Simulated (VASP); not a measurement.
# Sc (P6_3/mmc) in VASP: notebook

Runs on Sc. Level: PBEsol. Tasks: single point.

All numbers are computed with VASP 6.6.1; they aren't measurements. Logs are shortened: lines on timing, memory, paths and dates and some standing lists are left out, and cuts for length are marked.

## 1. The cell of the first run

Symmetry: P6_3/mmc, No. 194, hexagonal system. The conventional cell has a = 3.275 Å, b = 3.275 Å, c = 5.105 Å, α = 90.00°, β = 90.00°, γ = 120.00°. Sc (site symmetry -6m2) has 12 Sc at 3.18 to 3.28 Å within 4.2 Å.

## 2. Single point, PBEsol

File INCAR:

```
SYSTEM = Sc
ALGO     = Normal         ! electronic algorithm
EDIFF    = 1E-7           ! SCF threshold, eV
ENCUT    = 520            ! plane-wave cutoff, eV
GGA      = PS             ! functional
ISIF     = 2              ! what is computed and relaxed
ISMEAR   = -1             ! smearing method
LASPH    = .TRUE.         ! aspherical terms in the spheres
LCHARG   = .FALSE.        ! write CHGCAR
LREAL    = .FALSE.        ! projectors in reciprocal space
LWAVE    = .FALSE.        ! write WAVECAR
NBANDS   = 18             ! bands
NELM     = 80             ! most SCF steps
PREC     = Accurate       ! precision mode
SIGMA    = 0.1            ! smearing width, eV
```

File KPOINTS:

```
k-points
0
G
  18 18 10
  0 0 0
```

File POSCAR:

```
Sc
1.0
    3.2753416026      0.0000000000      0.0000000000
   -1.6376708013      2.8365290339      0.0000000000
    0.0000000000      0.0000000000      5.1053566628
Sc
2
Direct
    0.3333333333      0.6666666667      0.2500000000
    0.6666666667      0.3333333333      0.7500000000
```

Potentials or basis: VASP PAW PBE potentials, release 64 (Sc_sv).

Started as:

```bash
cat potpaw_PBE.64/Sc_sv/POTCAR > POTCAR
mpirun -np 1 vasp_std > vasp.out
```

OUTCAR:

```text
SYSTEM = Sc
   EDIFF = 1E-7
   ENCUT = 520
   GGA = PS
   ISIF = 2
   ISMEAR = -1
   LASPH = .TRUE.
   LREAL = .FALSE.
   NELM = 80
   PREC = Accurate

 ion  position               nearest neighbor table
   1  0.333  0.667  0.250-   2 3.18   2 3.18   2 3.18   2 3.18   2 3.18   2 3.18
   2  0.667  0.333  0.750-   1 3.18   1 3.18   1 3.18   1 3.18   1 3.18   1 3.18

  LATTYP: Found a hexagonal cell.
 ALAT       =     3.2753416026
 C/A-ratio  =     1.5587249460

  Lattice vectors:

 A1 = (   3.2753416026,   0.0000000000,   0.0000000000)
 A2 = (  -1.6376708013,   2.8365290339,   0.0000000000)
 A3 = (   0.0000000000,   0.0000000000,   5.1053566628)

Analysis of symmetry for initial positions (statically):
=====================================================================
 Subroutine PRICEL returns:
 Original cell was already a primitive cell.

 Routine SETGRP: Setting up the symmetry group for a
 hexagonal supercell.

 Subroutine GETGRP returns: Found 24 space group operations
 (whereof 12 operations were pure point group operations)
 out of a pool of 24 trial point group operations.

The static configuration has the point symmetry D_3d.
 The point group associated with its full space group is D_6h.

Analysis of symmetry for dynamics (positions and initial velocities):
=====================================================================
 Subroutine PRICEL returns:
 Original cell was already a primitive cell.

 Routine SETGRP: Setting up the symmetry group for a
 hexagonal supercell.

 Subroutine GETGRP returns: Found 24 space group operations
 (whereof 12 operations were pure point group operations)
 out of a pool of 24 trial point group operations.

The dynamic configuration has the point symmetry D_3d.
 The point group associated with its full space group is D_6h.

 Subroutine INISYM returns: Found 24 space group operations
 (whereof 12 operations are pure point group operations),
 and found     1 'primitive' translations

----------------------------------------------------------------------------------------

                                     Primitive cell

  volume of cell :      47.4318

  direct lattice vectors                    reciprocal lattice vectors
     3.275341603  0.000000000  0.000000000     0.305311666  0.176271772  0.000000000
    -1.637670801  2.836529034  0.000000000     0.000000000  0.352543545  0.000000000
     0.000000000  0.000000000  5.105356663     0.000000000  0.000000000  0.195872701

  length of vectors
     3.275341603  3.275341603  5.105356663     0.352543545  0.352543545  0.195872701

  position of ions in fractional coordinates (direct lattice)
     0.333333333  0.666666667  0.250000000
     0.666666667  0.333333333  0.750000000

  ion indices of the primitive-cell ions
   primitive index   ion index
                 1           1
                 2           2

----------------------------------------------------------------------------------------

 KPOINTS: k-points

Automatic generation of k-mesh.
 Grid dimensions read from file:
 generate k-points for:   18   18   10

 Generating k-lattice:

  Cartesian coordinates                     Fractional coordinates (reciprocal lattice)
     0.016961759  0.009792876  0.000000000     0.055555556  0.000000000  0.000000000
     0.000000000  0.019585752  0.000000000     0.000000000  0.055555556  0.000000000
     0.000000000  0.000000000  0.019587270     0.000000000  0.000000000  0.100000000

  Length of vectors
     0.019585752  0.019585752  0.019587270

  Shift w.r.t. Gamma in fractional coordinates (k-lattice)
     0.000000000  0.000000000  0.000000000

 Subroutine IBZKPT returns following result:
 ===========================================

 Found    222 irreducible k-points:

 Following reciprocal coordinates:
            Coordinates               Weight
  0.000000  0.000000  0.000000      1.000000
  0.055556 -0.000000  0.000000      6.000000
  0.111111 -0.000000  0.000000      6.000000
  0.166667 -0.000000  0.000000      6.000000
  0.222222  0.000000  0.000000      6.000000
  0.277778 -0.000000  0.000000      6.000000
[... 16 lines left out ...]
  0.333333  0.111111  0.000000     12.000000
  0.388889  0.111111  0.000000     12.000000
 [... further k-points ...]
   k-points           NKPTS =    222   k-points in BZ     NKDIM =    222   number of bands    NBANDS=     18
   number of dos      NEDOS =    301   number of ions     NIONS =      2
   total plane-waves  NPLWV =  23040
   dimension x,y,z NGX =    24 NGY =   24 NGZ =   40
   dimension x,y,z NGXF=    48 NGYF=   48 NGZF=   80
   ions per type =               2
   NGX,Y,Z   is equivalent  to a cutoff of  12.18, 12.18, 13.03 a.u.
   NGXF,Y,Z  is equivalent  to a cutoff of  24.36, 24.36, 26.05 a.u.
 SYSTEM =  Sc
   PREC   = accura    normal or accurate (medium, high low for compatibility)
   ISTART =      0    job   : 0-new  1-cont  2-samecut
   ICHARG =      2    charge: 1-file 2-atom 10-const
   ISPIN  =      1    spin polarized calculation?
   LNONCOLLINEAR =      F non collinear calculations
   LSORBIT =      F    spin-orbit coupling
   LASPH  =      T    aspherical Exc in radial PAW
   ENCUT  =  520.0 eV  38.22 Ry    6.18 a.u.   6.09  6.09  9.49*2*pi/ulx,y,z
   NELM   =     80;   NELMIN=  2; NELMDL= -5     # of ELM steps
   EDIFF  = 0.1E-06   stopping-criterion for ELM
   LREAL  =      F    real-space projection
   EDIFFG = 0.1E-05   stopping-criterion for IOM
   NSW    =      0    number of steps for IOM
   IBRION =     -1    ionic relax: 0-MD 1-quasi-New 2-CG
   NFREE  =      0    steps in history (QN), initial steepest desc. (CG)
   ISIF   =      2    stress and relaxation
   ISYM   =      2    0-nonsym 1-usesym 2-fastsym
   POTIM  = 0.5000    time-step for ionic-motion
   TEBEG  =    0.0;   TEEND  =   0.0 temperature during run
   PSTRESS=    0.0 pullay stress
   NELECT =      22.0000    total number of electrons
   NUPDOWN=      -1.0000    fix difference up-down
   EMIN   =  10.00;   EMAX   =-10.00  energy-range for DOS
   EFERMI =   0.00;   METHOD = LEGACY
   ISMEAR =    -1;   SIGMA  =   0.10  broadening in eV -4-tet -1-fermi 0-gaus
   EFERMI_NEDOS =   21; number of points for ismear=-14 and -15
   IALGO  =     38    algorithm
   IMIX   =      4    mixing-type and parameters
     AMIX     =   0.40;   BMIX     =  1.00
     AMIX_MAG =   1.60;   BMIX_MAG =  1.00
  volume/ion in A,a.u.               =      23.72       160.04
  Fermi-wavevector in a.u.,A,eV,Ry     =   1.267241  2.394738 21.849579  1.605899
  Thomas-Fermi vector in A             =   2.400399
   LORBIT       =      0    0 simple, 1 ext, 2 COOP (PROOUT), +10 PAW based schemes
   GGA     = PS    functional components
   LHFCALC =     F    Hartree Fock is set to
   AEXX    =    0.0000 exact exchange contribution
   IVDW    =     0    specifies the selected vdW correction
   LEPSILON=     F    determine dielectric tensor
   LRPA    =     F    only Hartree local field effects (RPA)
 non-spin polarized calculation
  energy-cutoff  :      520.00
  volume of cell :       47.43
 maximum number of plane-waves:      1296
   NGX = 13   NGY = 13   NGZ = 19

 number of electron      22.0000006 magnetization

 Free energy of the ion-electron system (eV)
  ---------------------------------------------------
  ext. energy  EPLUGINS =         0.00000000
  ---------------------------------------------------
  free energy    TOTEN  =       -13.27393778 eV

  energy without entropy =      -13.15345537  energy(sigma->0) =      -13.21369658

 E-fermi :   3.7990     XC(G=0): -10.1480

 val. band max:        3.7983287123   @ k =   0.3889   0.0000   0.2000
 cond. band min:       3.8043512118   @ k =   0.1667   0.1111   0.3000
 fundamental gap:      0.0060224994
 Fermi energy:         3.7990233057

 k-point     1 :       0.0000    0.0000    0.0000
  band No.  band energies     occupation
      1     -45.3013      2.00000
      2     -45.2158      2.00000
      3     -24.2621      2.00000
      4     -23.8609      2.00000
      5     -23.8609      2.00000
      6     -23.7847      2.00000
[... 10 lines left out ...]
     17       6.1974      0.00000
     18       6.1974      0.00000

 k-point     2 :       0.0556   -0.0000    0.0000
  band No.  band energies     occupation
      1     -45.2995      2.00000
      2     -45.2153      2.00000
      3     -24.2574      2.00000
      4     -23.8699      2.00000
      5     -23.8640      2.00000
      6     -23.7943      2.00000
[... 10 lines left out ...]
     17       6.1365      0.00000
     18       6.1521      0.00000

 k-point     3 :       0.1111   -0.0000    0.0000
  band No.  band energies     occupation
      1     -45.2944      2.00000
      2     -45.2136      2.00000
      3     -24.2437      2.00000
      4     -23.8959      2.00000
      5     -23.8730      2.00000
      6     -23.8215      2.00000
[... 10 lines left out ...]
     17       6.0317      0.00000
     18       6.0956      0.00000

 k-point     4 :       0.1667   -0.0000    0.0000
  band No.  band energies     occupation
      1     -45.2865      2.00000
      2     -45.2112      2.00000
      3     -24.2217      2.00000
      4     -23.9360      2.00000
      5     -23.8863      2.00000
      6     -23.8624      2.00000
[... 375 lines left out ...]
      4     -24.0836      2.00000
      5     -24.0235      2.00000
      6     -23.9370      2.00000
[... 10 lines left out ...]
     17       7.1844      0.00000
     18       7.5666      0.00000

 k-point    23 :       0.3333    0.1111    0.0000
  band No.  band energies     occupation
      1     -45.2409      2.00000
      2     -45.2046      2.00000
      3     -24.1223      2.00000
      4     -24.0785      2.00000
      5     -24.0476      2.00000
      6     -23.9573      2.00000
[... 10 lines left out ...]
     17       7.5099      0.00000
     18       7.9474      0.00000

 k-point    24 :       0.3889    0.1111    0.0000
  band No.  band energies     occupation
      1     -45.2335      2.00000
      2     -45.2055      2.00000
      3     -24.1476      2.00000
      4     -24.0633      2.00000
      5     -24.0506      2.00000
      6     -23.9704      2.00000
[... 10 lines left out ...]
     17       7.7120      0.00000
     18       7.9637      0.00000

 [... further k-points ...]
[... 5 lines left out ...]
  --------------------------------------------------------------------------------------
  -------------------------------------------------------------------------------------
  Total        0.0048160      0.0048160      0.0026824      0.0000000      0.0000000     -0.0000000
  in kB        0.1626769      0.1626769      0.0906066      0.0000000      0.0000000     -0.0000000
  external PRESSURE =       0.1386535 kB  Pullay stress =       0.0000000 kB

 VOLUME and BASIS-vectors are now :
 -----------------------------------------------------------------------------
  energy-cutoff  :      520.00
  volume of cell :       47.43
      direct lattice vectors                 reciprocal lattice vectors
     3.275341603  0.000000000  0.000000000     0.305311666  0.176271772  0.000000000
    -1.637670801  2.836529034  0.000000000     0.000000000  0.352543545  0.000000000
     0.000000000  0.000000000  5.105356663     0.000000000  0.000000000  0.195872701

 POSITION                                       TOTAL-FORCE (eV/Angst)
 -----------------------------------------------------------------------------------
     -0.00000      1.89102      1.27634         0.000000      0.000000      0.000000
      1.63767      0.94551      3.82902        -0.000000     -0.000000      0.000000
 -----------------------------------------------------------------------------------
    total drift:                                0.000000     -0.000000      0.000000

  FREE ENERGIE OF THE ION-ELECTRON SYSTEM (eV)
  ---------------------------------------------------
  free  energy   TOTEN  =       -13.2739377766 eV

  energy  without entropy=      -13.1534553736  energy(sigma->0) =      -13.21369658
```

Run time: 95 s. Hardware: 1 thread of AMD EPYC 9R45 (Zen 5), shared host; peak memory 0.25 GiB.

What came out:

```yaml
Free_energy: -13.2739 eV
Pressure: 0.0 GPa
Band_gap_on_the_k_mesh: zero (bands 11 and 12 overlap by 1.54 eV)
```

Caveat: the PAW data sets were made with another functional, which shifts forces and pressure a little.

## 3. Single point, PBEsol (23.72 Å³/atom)

File INCAR:

```
  ALGO = Normal
  EDIFF = 1E-6
  ENCUT = 520
  GGA = PS
  ISIF = 2
  ISMEAR = -1
  LASPH = True
  LCHARG = False
  LREAL = False
  LWAVE = False
  NBANDS = 18
  NELM = 100
  PREC = Accurate
  SIGMA = 0.1
```

File KPOINTS:

```
k-points
0
Gamma
  18 18 10
```

POSCAR is that of step 2.

Potentials or basis: VASP PAW PBE potentials, release 64 (Sc_sv).

Started as:

```bash
cat potpaw_PBE.64/Sc_sv/POTCAR > POTCAR
mpirun -np 1 vasp_std > vasp.out
```

It took 90 s on 1 thread of AMD EPYC 9R45 (Zen 5), shared host; peak memory 0.25 GiB.

Results (log left out):

| Item | Value |
| --- | --- |
| Free energy | -13.2739 eV |
| Pressure | 0.0 GPa |
| Band gap on the k mesh | zero (bands 11 and 12 overlap by 1.54 eV) |

Levels at points of the mesh, in eV from the Fermi level:
```
           k point  band 8  band 9  band 10  band 11  band 12  band 13  band 14  band 15
(0.00, 0.00, 0.00)  -27.56   -5.21    -1.70     0.71     1.64     1.64     1.91     2.11
(0.50, 0.00, 0.00)  -27.63   -1.64    -1.10    -0.73    -0.31     1.35     1.37     1.94
(0.00, 0.00, 0.50)  -27.62   -3.61    -3.61     1.00     1.00     1.55     1.55     1.55
(0.50, 0.00, 0.50)  -27.68   -1.53    -1.53     0.08     0.08     1.35     1.35     2.46
```

Caveat: the PAW data sets were made with another functional, which shifts forces and pressure a little.

## 4. Single point, PBEsol (24.66 Å³/atom)

This run uses another cell than the first one, of 24.66 Å³/atom.

File INCAR:

```
SYSTEM = Sc
ALGO = Normal ; EDIFF = 1E-6
ENCUT = 520 ; GGA = PS
ISIF = 2 ; ISMEAR = -1
LASPH = .TRUE. ; LCHARG = .FALSE.
LREAL = .FALSE. ; LWAVE = .FALSE.
NBANDS = 18 ; NELM = 60
PREC = Accurate ; SIGMA = 0.1
```

File KPOINTS:

```
k-points
0
G
  18 18 10
  0 0 0
```

File POSCAR:

```
Sc
1.0
    3.3184431454      0.0000000000      0.0000000000
   -1.6592215727      2.8738560649      0.0000000000
    0.0000000000      0.0000000000      5.1725401128
Sc
2
Direct
    0.3333333333      0.6666666667      0.2500000000
    0.6666666667      0.3333333333      0.7500000000
```

Started as:

```bash
cat potpaw_PBE.64/Sc_sv/POTCAR > POTCAR
mpirun -np 1 vasp_std > vasp.out
```

Wall time 2 min (1 thread of AMD EPYC 9R45 (Zen 5), shared host); peak memory 0.27 GiB.

It converged, with:

| Quantity | Value |
| --- | --- |
| Free energy | -13.2623 eV |
| Pressure | -2.1 GPa |
| Band gap on the k mesh | zero (bands 11 and 12 overlap by 1.47 eV) |

Stress tensor (GPa, compression positive):
```
-2.12  0.00  0.00
 0.00 -2.12  0.00
 0.00  0.00 -2.01
```

Levels at points of the mesh, in eV from the Fermi level:
```csv
k point,band 9,band 10,band 11,band 12,band 13,band 14
"(0.00, 0.00, 0.00)",-5.13,-1.64,0.61,1.59,1.59,1.84
"(0.50, 0.00, 0.00)",-1.63,-1.06,-0.67,-0.34,1.29,1.33
"(0.00, 0.00, 0.50)",-3.59,-3.59,0.97,0.97,1.50,1.50
"(0.50, 0.00, 0.50)",-1.48,-1.48,0.07,0.07,1.27,1.27
```

Caveat: the PAW data sets were made with another functional, which shifts forces and pressure a little.
